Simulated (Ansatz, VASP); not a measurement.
## Two plane-wave programs on Br

File INCAR:

```
SYSTEM = Br
ALGO = Normal
EDIFF = 1E-6
ENCUT = 500
GGA_COMPAT = .FALSE.
ISIF = 2
ISMEAR = 1
LASPH = .TRUE.
LCHARG = .TRUE.
LELF = .TRUE.
LREAL = .FALSE.
LVHAR = .TRUE.
LWAVE = .FALSE.
NBANDS = 18
NELM = 120
PREC = Accurate
SIGMA = 0.05
```

KPOINTS

```
k-points
0
G
  3 3 3
  0 0 0
```

The input POSCAR:

```
Br
1.0
    4.5976403800      0.0000000000      0.0000000000
    0.0000000000      4.5976403800      0.0000000000
    0.0000000000      0.0000000000      4.5976403800
Br
3
Direct
    0.4998838540     -0.0034447743      0.0015372316
    0.0026841761      0.5009832320     -0.0012746194
   -0.0025680301      0.0024615423      0.4997373878
```

Input for Ansatz:

```yaml
crystal:
  lattice:
    - [4.59764038, 0.0, 0.0]
    - [0.0, 4.59764038, 0.0]
    - [0.0, 0.0, 4.59764038]
  atoms:
    - { symbol: Br, position: [0.49988385401579105, -0.003444774258540711, 0.001537231632985588] }
    - { symbol: Br, position: [0.0026841760898659276, 0.5009832320148624, -0.0012746194388239393] }
    - { symbol: Br, position: [-0.002568030134357281, 0.0024615422570261687, 0.49973738780718524] }
basis:
  ecutwfc: 470.0
kpoints:
  mp_grid:
    grid: [3, 3, 3]
hamiltonian:
  xc: lda
scf:
  convergence:
    dr2_threshold: 1.0e-08
  occupations:
    method: methfessel_paxton
    width: 0.05
output:
  forces: true
```

Alike in both runs: task single point; functional LDA; k mesh 3 × 3 × 3; occupations methfessel-paxton of order 1, width 0.05 eV; no spin polarisation.

|  | VASP | Ansatz |
| --- | --- | --- |
| version | VASP 6.6.1 | Ansatz 0.2.0 |
| potentials or method | VASP PAW LDA potentials, release 64 (Br), cutoff 500 eV | plane waves, PAW |
| valence electrons in the cell | 21 | 21 |

|  | VASP | Ansatz | Ansatz less VASP |
| --- | --- | --- | --- |
| rms of the force components (eV/Å) | 0.017 | 0.016 | -0.0002 |

LDA's correlation is that of Perdew and Zunger in VASP and of Perdew and Wang (1992) in Ansatz. Atom by atom the forces differ by 0.000 eV/Å (rms over components).

The k mesh is coarse, so the values compare programs but aren't converged.
